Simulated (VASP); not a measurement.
NaF, 2 atoms in the cell. The structure is cubic, space group Fm-3m (No. 225). The conventional cell has a = 4.572 Å, b = 4.572 Å, c = 4.572 Å, α = 90.00°, β = 90.00°, γ = 90.00°. Within 3.0 Å of Na (site symmetry m-3m) lie 6 F at 2.29 Å. F (site symmetry m-3m) has 6 Na at 2.29 Å within 3.0 Å. 

| Item | Value |
| --- | --- |
| Program | VASP 6.6.1 |
| Task | electric field gradients |
| Functional | PBE |
| Potentials or basis | VASP PAW PBE potentials, release 64 (Na_pv, F) |
| Cutoff | 520 eV |
| k mesh | 11 × 11 × 11 |
| Occupations | fermi-dirac, width 0.03 eV |
| Spin | no spin polarisation |
| Dipole correction | no |
| Further INCAR settings | ALGO = Normal; EDIFF = 1e-08; NBANDS = 14 |

Potentials or basis: VASP PAW PBE potentials, release 64 (Na_pv, F).

The run is started by

```console
$ cat potpaw_PBE.64/Na_pv/POTCAR potpaw_PBE.64/F/POTCAR > POTCAR
$ mpirun -np 1 vasp_std > vasp.out
```

Hardware: 1 thread of AMD EPYC 7R13 Processor (Zen 3), with other jobs on the host.

Q: Estimate the wall time of this run.

A: Run time: 19 s on 1 thread of AMD EPYC 7R13 Processor (Zen 3), with other jobs on the host, peak memory 0.11 GiB. Counts: scf iterations 15, k points 56.
